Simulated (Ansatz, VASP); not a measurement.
# SnO in VASP and in Ansatz

File INCAR:

```
SYSTEM = SnO
PREC = Accurate
ENCUT = 600
EDIFF = 1E-6
ISMEAR = 0
SIGMA = 0.1
LREAL = .False.
LASPH = .True.
NELM = 80
ALGO = Normal
ISIF = 3
LWAVE = .False.
LCHARG = .False.
GGA = PE
IBRION = 2
NSW = 70
EDIFFG = -0.005
```

Contents of KPOINTS:

```
regular mesh
0
Gamma
  12 12 10
  0 0 0
```

The input POSCAR:

```
SnO
1.0
    3.8365550882      0.0000000000      0.0000000000
    0.0000000000      3.8365550882      0.0000000000
    0.0000000000      0.0000000000      4.7594503725
Sn O
2 2
Direct
    0.5000000000      0.0000000000      0.2434679921
    0.0000000000      0.5000000000      0.7565320079
    0.0000000000      0.0000000000      0.0000000000
    0.5000000000      0.5000000000      0.0000000000
```

Input for Ansatz:

```yaml
crystal:
  lattice:
    - [3.8365550882, 0.0, 0.0]
    - [0.0, 3.8365550882, 0.0]
    - [0.0, 0.0, 4.7594503725]
  atoms:
    - { symbol: Sn, position: [0.5, 0.0, 0.2434679921] }
    - { symbol: Sn, position: [0.0, 0.5, 0.7565320079] }
    - { symbol: O, position: [0.0, 0.0, 0.0] }
    - { symbol: O, position: [0.5, 0.5, 0.0] }
basis:
  ecutwfc: 420
kpoints:
  mp_grid: { grid: [12, 12, 10] }
hamiltonian:
  xc: pbe
scf:
  occupations: { method: gaussian, width: 0.1 }
output:
  forces: true
  stress: true
  eigenvalues: true
relax:
  adjacent_minimum: "off"
  f_tol: 0.005
  max_steps: 50
  cell: { stress_tol: 0.05 }
```

Alike in both runs: task relaxation of cell and atoms; functional PBE; k mesh 12 × 12 × 10; occupations gaussian, width 0.1 eV; no spin polarisation.

```csv
,VASP,Ansatz
version,VASP 6.6.1,Ansatz 0.2.0
potentials or method,"VASP PAW PBE potentials, release 64 (Sn_d, O), cutoff 600 eV","scalar-relativistic, plane waves, PAW"
valence electrons in the cell,40,40
```

|  | VASP | Ansatz | Ansatz less VASP |
| --- | --- | --- | --- |
| gap on the k mesh at the Fermi level, each at its own relaxed structure (eV) | 0.44 | 0.50 | +0.059 |
| relaxed volume (Å³/atom) | 18.84 | 18.96 | +0.118 |
| relaxed length of the cell vector where the two differ most in proportion (Å) | 5.037 | 5.066 | +0.0290 |
